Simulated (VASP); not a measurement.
The system is Be2Pt.

```xyz
6
Lattice="-2.6446 2.6446 2.2014 2.6446 -2.6446 2.2014 2.6446 2.6446 -2.2014" Properties=species:S:1:pos:R:3 pbc="T T T"
Be    0.8833    3.5279    0.0000
Be    1.7613    0.8833    0.0000
Be    1.7613   -0.8833    2.2014
Be    0.8833    1.7613    2.2014
Pt    0.0000    0.0000    1.1007
Pt    0.0000    0.0000    3.3021
```

```yaml
Program: VASP 6.6.1
Task: relaxation of cell and atoms
Functional: PBE
Potentials_or_basis: VASP PAW PBE potentials, release 64 (Be, Pt)
Cutoff: 600 eV
k_mesh: 6 × 6 × 6
Occupations: gaussian, width 0.1 eV
Spin: no spin polarisation
```

At the start: pressure 69.2 GPa; volume 10.26 Å³/atom.

How do energy, volume and symmetry change on relaxing?

Over 17 steps the energy falls by 919.7 meV/atom and the volume is 13.20 Å³/atom (+28.6 %); space group I4/mcm (No. 140, to 0.1 Å) before, P4/mmm (No. 123, to 0.1 Å).

Step by step:
```
step  energy change (eV)  largest force (eV/Å)  pressure (GPa)  volume (Å³)
   1              0.0000                0.4897           69.24        61.59
   2             -0.5777                0.9107          -25.32       105.84
   3             -4.6650                0.6855           -8.77        78.73
   4             -4.7049                0.6531           -6.48        77.57
   5             -4.7164                0.6268           -4.43        76.62
   6             -4.8993                0.4794            0.12        73.59
   7             -4.9166                0.4076            2.33        72.37
   8             -4.9594                0.3933            0.05        73.50
   9             -4.9781                0.3823           -2.44        74.88
  10             -5.0028                0.3635           -2.16        74.95
  11             -5.0716                0.3212           -1.32        75.17
  12             -5.1959                0.2708            0.26        75.60
  13             -5.3961                0.1515            2.78        76.46
  14             -5.4617                0.1196            2.66        78.13
  15             -5.4983                0.0085            3.64        77.44
  16             -5.4817                0.0834           -3.83        81.56
  17             -5.5181                0.0231            0.29        79.18
```

Final structure:
```xyz
6
Lattice="-2.7349 2.7349 2.6466 2.7349 -2.7349 2.6466 2.7349 2.7349 -2.6466" Properties=species:S:1:pos:R:3 pbc="T T T"
Be   -1.3489    1.3860    2.6466
Be    1.3489    1.3860    0.0000
Be    4.0838    1.3489    0.0000
Be    1.3860    1.3489    2.6466
Pt    0.0000    0.0000    1.3233
Pt    0.0000    0.0000    3.9699
```

Caveat: the volume moved by over 15 % at a fixed basis, so the end points are rough.
